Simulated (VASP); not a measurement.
# InP (F-43m) in VASP: further runs

Aim: see how the results for InP move with the level of theory and the settings. Levels: revpbe exchange, pbe correlation. Tasks: single point.

All numbers are computed with VASP 6.6.1; they aren't measurements. Logs are shortened: lines on timing, memory, paths and dates and some standing lists are left out, and cuts for length are marked.

**1. The cell of the first run**

It takes space group F-43m (No. 216, cubic). Conventional cell: a = 5.861 Å, b = 5.861 Å, c = 5.861 Å, α = 90.00°, β = 90.00°, γ = 90.00°. Within 3.3 Å of In (site symmetry -43m) lie 4 P at 2.54 Å. P (site symmetry -43m) has 4 In at 2.54 Å within 3.3 Å.

**2. Single point, revpbe exchange, pbe correlation**

File INCAR:

```
PREC = Accurate
ENCUT = 500
EDIFF = 1E-6
ISMEAR = 0
SIGMA = 0.01
LREAL = False
LASPH = True
NELM = 120
ALGO = Normal
ISIF = 2
LWAVE = False
LCHARG = False
GGA = LIBXC
LIBXC1 = GGA_X_PBE_R
LIBXC2 = GGA_C_PBE
NBANDS = 16
GGA_COMPAT = False
```

File KPOINTS:

```
regular mesh
0
Gamma
  4 4 4
```

File POSCAR:

```
InP
1.0
    0.0000000000      2.9305000000      2.9305000000
    2.9305000000      0.0000000000      2.9305000000
    2.9305000000      2.9305000000      0.0000000000
In P
1 1
Direct
    0.0000000000      0.0000000000      0.0000000000
    0.2500000000      0.2500000000      0.2500000000
```

Potentials or basis: VASP PAW PBE potentials, release 64 (In_d, P).

On the command line:

```
$ cat potpaw_PBE.64/In_d/POTCAR potpaw_PBE.64/P/POTCAR > POTCAR
$ mpirun -np 1 vasp_std > vasp.out
```

OUTCAR:

```text
PREC = Accurate
   ENCUT = 500
   EDIFF = 1E-6
   ISMEAR = 0
   LREAL = False
   LASPH = True
   NELM = 120
   ISIF = 2
   GGA = LIBXC

 ion  position               nearest neighbor table
   1  0.000  0.000  0.000-   2 2.54   2 2.54   2 2.54   2 2.54
   2  0.250  0.250  0.250-   1 2.54   1 2.54   1 2.54   1 2.54

  LATTYP: Found a face centered cubic cell.
 ALAT       =     5.8610000000

  Lattice vectors:

 A1 = (   0.0000000000,   2.9305000000,   2.9305000000)
 A2 = (   2.9305000000,   0.0000000000,   2.9305000000)
 A3 = (   2.9305000000,   2.9305000000,   0.0000000000)

Analysis of symmetry for initial positions (statically):
=====================================================================
 Subroutine PRICEL returns:
 Original cell was already a primitive cell.

 Routine SETGRP: Setting up the symmetry group for a
 face centered cubic supercell.

 Subroutine GETGRP returns: Found 24 space group operations
 (whereof 24 operations were pure point group operations)
 out of a pool of 48 trial point group operations.

The static configuration has the point symmetry T_d .

Analysis of symmetry for dynamics (positions and initial velocities):
=====================================================================
 Subroutine PRICEL returns:
 Original cell was already a primitive cell.

 Routine SETGRP: Setting up the symmetry group for a
 face centered cubic supercell.

 Subroutine GETGRP returns: Found 24 space group operations
 (whereof 24 operations were pure point group operations)
 out of a pool of 48 trial point group operations.

The dynamic configuration has the point symmetry T_d .

 Subroutine INISYM returns: Found 24 space group operations
 (whereof 24 operations are pure point group operations),
 and found     1 'primitive' translations

----------------------------------------------------------------------------------------

                                     Primitive cell

  volume of cell :      50.3333

  direct lattice vectors                    reciprocal lattice vectors
     0.000000000  2.930500000  2.930500000    -0.170619348  0.170619348  0.170619348
     2.930500000  0.000000000  2.930500000     0.170619348 -0.170619348  0.170619348
     2.930500000  2.930500000  0.000000000     0.170619348  0.170619348 -0.170619348

  length of vectors
[... 60 lines left out ...]
   LNONCOLLINEAR =      F non collinear calculations
   LSORBIT =      F    spin-orbit coupling
   LASPH  =      T    aspherical Exc in radial PAW
   ENCUT  =  500.0 eV  36.75 Ry    6.06 a.u.   7.56  7.56  7.56*2*pi/ulx,y,z
   NELM   =    120;   NELMIN=  2; NELMDL= -5     # of ELM steps
   EDIFF  = 0.1E-05   stopping-criterion for ELM
   LREAL  =      F    real-space projection
   EDIFFG = 0.1E-04   stopping-criterion for IOM
   NSW    =      0    number of steps for IOM
   IBRION =     -1    ionic relax: 0-MD 1-quasi-New 2-CG
   NFREE  =      0    steps in history (QN), initial steepest desc. (CG)
   ISIF   =      2    stress and relaxation
   ISYM   =      2    0-nonsym 1-usesym 2-fastsym
   POTIM  = 0.5000    time-step for ionic-motion
   TEBEG  =    0.0;   TEEND  =   0.0 temperature during run
   PSTRESS=    0.0 pullay stress
   NELECT =      18.0000    total number of electrons
   NUPDOWN=      -1.0000    fix difference up-down
   EMIN   =  10.00;   EMAX   =-10.00  energy-range for DOS
   EFERMI =   0.00;   METHOD = LEGACY
   ISMEAR =     0;   SIGMA  =   0.01  broadening in eV -4-tet -1-fermi 0-gaus
   EFERMI_NEDOS =   21; number of points for ismear=-14 and -15
   IALGO  =     38    algorithm
   IMIX   =      4    mixing-type and parameters
     AMIX     =   0.40;   BMIX     =  1.00
     AMIX_MAG =   1.60;   BMIX_MAG =  1.00
  volume/ion in A,a.u.               =      25.17       169.83
  Fermi-wavevector in a.u.,A,eV,Ry     =   1.162021  2.195901 18.371846  1.350293
  Thomas-Fermi vector in A             =   2.298587
   LORBIT       =      0    0 simple, 1 ext, 2 COOP (PROOUT), +10 PAW based schemes
   GGA     = LIBXC    functional components
   LHFCALC =     F    Hartree Fock is set to
   AEXX    =    0.0000 exact exchange contribution
   IVDW    =     0    specifies the selected vdW correction
   LEPSILON=     F    determine dielectric tensor
   LRPA    =     F    only Hartree local field effects (RPA)
 non-spin polarized calculation
 Gauss-broadening in eV      SIGMA  =   0.01
  energy-cutoff  :      500.00
  volume of cell :       50.33
 maximum number of plane-waves:      1298
   NGX = 15   NGY = 15   NGZ = 15

 number of electron      18.0000009 magnetization

 Free energy of the ion-electron system (eV)
  ---------------------------------------------------
  ext. energy  EPLUGINS =         0.00000000
  ---------------------------------------------------
  free energy    TOTEN  =        -7.68757060 eV

  energy without entropy =       -7.68757060  energy(sigma->0) =       -7.68757060

 E-fermi :   5.4062     XC(G=0):  -9.1329

 val. band max:        5.3057486385   @ k =   0.0000   0.0000   0.0000
 cond. band min:       6.1052546693   @ k =   0.0000   0.0000   0.0000
 fundamental gap:      0.7995060308
 Fermi energy:         5.4061773204

 k-point     1 :       0.0000    0.0000    0.0000
  band No.  band energies     occupation
      1      -8.9382      2.00000
      2      -8.9382      2.00000
      3      -8.9382      2.00000
      4      -8.7897      2.00000
      5      -8.7897      2.00000
      6      -6.1924      2.00000
[... 129 lines left out ...]
      3      -8.8433      2.00000
      4      -8.8092      2.00000
      5      -8.7745      2.00000
      6      -3.7395      2.00000
[... 8 lines left out ...]
     15      16.5849      0.00000
     16      17.3982      0.00000

------------------------ aborting loop because EDIFF is reached ----------------------------------------

  FORCE on cell =-STRESS in cart. coord.  units (eV):
  Direction    XX          YY          ZZ          XY          YZ          ZX
  --------------------------------------------------------------------------------------
  -------------------------------------------------------------------------------------
  Total        1.5143627      1.5143627      1.5143627      0.0000000      0.0000000      0.0000000
  in kB       48.2042474     48.2042474     48.2042474      0.0000000      0.0000000      0.0000000
  external PRESSURE =      48.2042474 kB  Pullay stress =       0.0000000 kB

 VOLUME and BASIS-vectors are now :
 -----------------------------------------------------------------------------
  energy-cutoff  :      500.00
  volume of cell :       50.33
      direct lattice vectors                 reciprocal lattice vectors
     0.000000000  2.930500000  2.930500000    -0.170619348  0.170619348  0.170619348
     2.930500000  0.000000000  2.930500000     0.170619348 -0.170619348  0.170619348
     2.930500000  2.930500000  0.000000000     0.170619348  0.170619348 -0.170619348

 POSITION                                       TOTAL-FORCE (eV/Angst)
 -----------------------------------------------------------------------------------
      0.00000      0.00000      0.00000        -0.000000     -0.000000      0.000000
      1.46525      1.46525      1.46525         0.000000      0.000000     -0.000000
 -----------------------------------------------------------------------------------
    total drift:                                0.000000      0.000000      0.000000

  FREE ENERGIE OF THE ION-ELECTRON SYSTEM (eV)
  ---------------------------------------------------
  free  energy   TOTEN  =        -7.6875705974 eV

  energy  without entropy=       -7.6875705974  energy(sigma->0) =       -7.68757060
```

OSZICAR:

```text
N       E                     dE             d eps       ncg     rms          rms(c)
DAV:   1     0.107260978864E+03    0.10726E+03   -0.80774E+03   264   0.123E+03
DAV:   2    -0.896531140621E+00   -0.10816E+03   -0.10145E+03   296   0.276E+02
DAV:   3    -0.790961778930E+01   -0.70131E+01   -0.69791E+01   320   0.696E+01
DAV:   4    -0.810474926154E+01   -0.19513E+00   -0.19507E+00   328   0.134E+01
DAV:   5    -0.811718680228E+01   -0.12438E-01   -0.12437E-01   392   0.278E+00    0.598E+00
DAV:   6    -0.770845016994E+01    0.40874E+00   -0.62081E-01   416   0.128E+01    0.370E+00
DAV:   7    -0.768073209619E+01    0.27718E-01   -0.18249E-01   392   0.337E+00    0.140E+00
DAV:   8    -0.768550179844E+01   -0.47697E-02   -0.20144E-02   296   0.166E+00    0.345E-01
DAV:   9    -0.768697772311E+01   -0.14759E-02   -0.18560E-03   312   0.403E-01    0.138E-01
DAV:  10    -0.768735023604E+01   -0.37251E-03   -0.40879E-04   304   0.271E-01    0.875E-02
DAV:  11    -0.768756710653E+01   -0.21687E-03   -0.36681E-04   272   0.139E-01    0.334E-02
DAV:  12    -0.768756812886E+01   -0.10223E-05   -0.13860E-05   344   0.289E-02    0.112E-02
DAV:  13    -0.768757018304E+01   -0.20542E-05   -0.52264E-06   288   0.112E-02    0.824E-03
DAV:  14    -0.768757059741E+01   -0.41437E-06   -0.48998E-07   240   0.638E-03
   1 F= -.76875706E+01 E0= -.76875706E+01  d E =-.416468E-47
```

Wall time 6.4 s (1 thread of AMD EPYC 9R45 (Zen 5), shared host); peak memory 0.13 GiB.

Results:

```
Free energy            : -7.6876 eV
Pressure               : 4.8 GPa
Band gap on the k mesh : 0.80 eV
```

Caveat: the k points lie up to 0.46 Å⁻¹ apart; the PAW data sets were made with another functional, which shifts forces and pressure a little; spin-orbit coupling is left out, which moves the levels of the heavy elements.

**3. Single point, revpbe exchange, pbe correlation**

File INCAR:

```
SYSTEM = InP
  PREC = Accurate
  ENCUT = 500
  EDIFF = 1E-6
  ISMEAR = 0
  SIGMA = 0.01
  LREAL = .False.
  LASPH = .True.
  NELM = 120
  ALGO = Normal
  ISIF = 2
  LWAVE = .False.
  LCHARG = .False.
  GGA = LIBXC
  LIBXC1 = GGA_X_PBE_R
  LIBXC2 = GGA_C_PBE
  NBANDS = 16
  GGA_COMPAT = .False.
```

File KPOINTS:

```
Automatic mesh
0
Gamma
  4 4 4
  0 0 0
```

POSCAR is that of step 2.

Potentials or basis: VASP PAW PBE potentials, release 64 (In_d, P).

On the command line:

```
$ cat potpaw_PBE.64/In_d/POTCAR potpaw_PBE.64/P/POTCAR > POTCAR
$ mpirun -np 1 vasp_std > vasp.out
```

OUTCAR:

```text
SYSTEM = InP
   PREC = Accurate
   ENCUT = 500
   EDIFF = 1E-6
   ISMEAR = 0
   LREAL = .False.
   LASPH = .True.
   NELM = 120
   ISIF = 2
   GGA = LIBXC

 ion  position               nearest neighbor table
   1  0.000  0.000  0.000-   2 2.54   2 2.54   2 2.54   2 2.54
   2  0.250  0.250  0.250-   1 2.54   1 2.54   1 2.54   1 2.54

  LATTYP: Found a face centered cubic cell.
 ALAT       =     5.8610000000

  Lattice vectors:

 A1 = (   0.0000000000,   2.9305000000,   2.9305000000)
[... 319 lines left out ...]
------------------------ aborting loop because EDIFF is reached ----------------------------------------

  FORCE on cell =-STRESS in cart. coord.  units (eV):
  Direction    XX          YY          ZZ          XY          YZ          ZX
  --------------------------------------------------------------------------------------
  -------------------------------------------------------------------------------------
  Total        1.5143627      1.5143627      1.5143627      0.0000000      0.0000000      0.0000000
  in kB       48.2042474     48.2042474     48.2042474      0.0000000      0.0000000      0.0000000
  external PRESSURE =      48.2042474 kB  Pullay stress =       0.0000000 kB

 VOLUME and BASIS-vectors are now :
 -----------------------------------------------------------------------------
  energy-cutoff  :      500.00
  volume of cell :       50.33
      direct lattice vectors                 reciprocal lattice vectors
     0.000000000  2.930500000  2.930500000    -0.170619348  0.170619348  0.170619348
     2.930500000  0.000000000  2.930500000     0.170619348 -0.170619348  0.170619348
     2.930500000  2.930500000  0.000000000     0.170619348  0.170619348 -0.170619348

 POSITION                                       TOTAL-FORCE (eV/Angst)
 -----------------------------------------------------------------------------------
      0.00000      0.00000      0.00000        -0.000000     -0.000000      0.000000
      1.46525      1.46525      1.46525         0.000000      0.000000     -0.000000
 -----------------------------------------------------------------------------------
    total drift:                                0.000000      0.000000      0.000000

  FREE ENERGIE OF THE ION-ELECTRON SYSTEM (eV)
  ---------------------------------------------------
  free  energy   TOTEN  =        -7.6875705974 eV

  energy  without entropy=       -7.6875705974  energy(sigma->0) =       -7.68757060
```

OSZICAR:

```text
N       E                     dE             d eps       ncg     rms          rms(c)
DAV:   1     0.107260978864E+03    0.10726E+03   -0.80774E+03   264   0.123E+03
DAV:   2    -0.896531140621E+00   -0.10816E+03   -0.10145E+03   296   0.276E+02
DAV:   3    -0.790961778930E+01   -0.70131E+01   -0.69791E+01   320   0.696E+01
DAV:   4    -0.810474926154E+01   -0.19513E+00   -0.19507E+00   328   0.134E+01
DAV:   5    -0.811718680228E+01   -0.12438E-01   -0.12437E-01   392   0.278E+00    0.598E+00
DAV:   6    -0.770845016994E+01    0.40874E+00   -0.62081E-01   416   0.128E+01    0.370E+00
DAV:   7    -0.768073209619E+01    0.27718E-01   -0.18249E-01   392   0.337E+00    0.140E+00
DAV:   8    -0.768550179844E+01   -0.47697E-02   -0.20144E-02   296   0.166E+00    0.345E-01
DAV:   9    -0.768697772311E+01   -0.14759E-02   -0.18560E-03   312   0.403E-01    0.138E-01
DAV:  10    -0.768735023604E+01   -0.37251E-03   -0.40879E-04   304   0.271E-01    0.875E-02
DAV:  11    -0.768756710653E+01   -0.21687E-03   -0.36681E-04   272   0.139E-01    0.334E-02
DAV:  12    -0.768756812886E+01   -0.10223E-05   -0.13860E-05   344   0.289E-02    0.112E-02
DAV:  13    -0.768757018304E+01   -0.20542E-05   -0.52264E-06   288   0.112E-02    0.824E-03
DAV:  14    -0.768757059741E+01   -0.41437E-06   -0.48998E-07   240   0.638E-03
   1 F= -.76875706E+01 E0= -.76875706E+01  d E =-.416468E-47
```

stdout:

```text
POSCAR found type information on POSCAR InP
 POSCAR found :  2 types and       2 ions
 scaLAPACK will be used
 -----------------------------------------------------------------------------
|                                                                             |
|                                                                             |
|     You enforced a specific xc type in the INCAR file but a different       |
|     I HOPE YOU KNOW WHAT YOU ARE DOING!                                     |
|                                                                             |
 -----------------------------------------------------------------------------

 LDA part: xc-table for (None,None), standard interpolation
 POSCAR, INCAR and KPOINTS ok, starting setup
 FFT: planning ... GRIDC
 FFT: planning ... GRID_SOFT
 FFT: planning ... GRID
 WAVECAR not read
 entering main loop
```

Wall time 6.4 s (1 thread of AMD EPYC 9R45 (Zen 5), shared host); peak memory 0.13 GiB.

Results:

| Item | Value |
| --- | --- |
| Free energy | -7.6876 eV |
| Pressure | 4.8 GPa |
| Band gap on the k mesh | 0.80 eV |

Levels at points of the mesh, in eV from the valence-band top:
| k point | band 5 | band 6 | band 7 | band 8 | band 9 | band 10 | band 11 | band 12 | band 13 | band 14 |
| --- | --- | --- | --- | --- | --- | --- | --- | --- | --- | --- |
| (0.00, 0.00, 0.00) | -14.10 | -11.50 | 0.00 | 0.00 | 0.00 | 0.80 | 4.09 | 4.09 | 4.09 | 8.75 |
| (0.50, 0.00, 0.00) | -14.08 | -9.78 | -5.71 | -0.97 | -0.97 | 1.56 | 4.82 | 4.82 | 7.22 | 9.62 |
| (0.50, 0.50, 0.00) | -14.06 | -9.12 | -5.74 | -2.32 | -2.32 | 1.83 | 2.31 | 9.33 | 9.63 | 9.63 |

Caveat: the k points lie up to 0.46 Å⁻¹ apart; the PAW data sets were made with another functional, which shifts forces and pressure a little; spin-orbit coupling is left out, which moves the levels of the heavy elements.
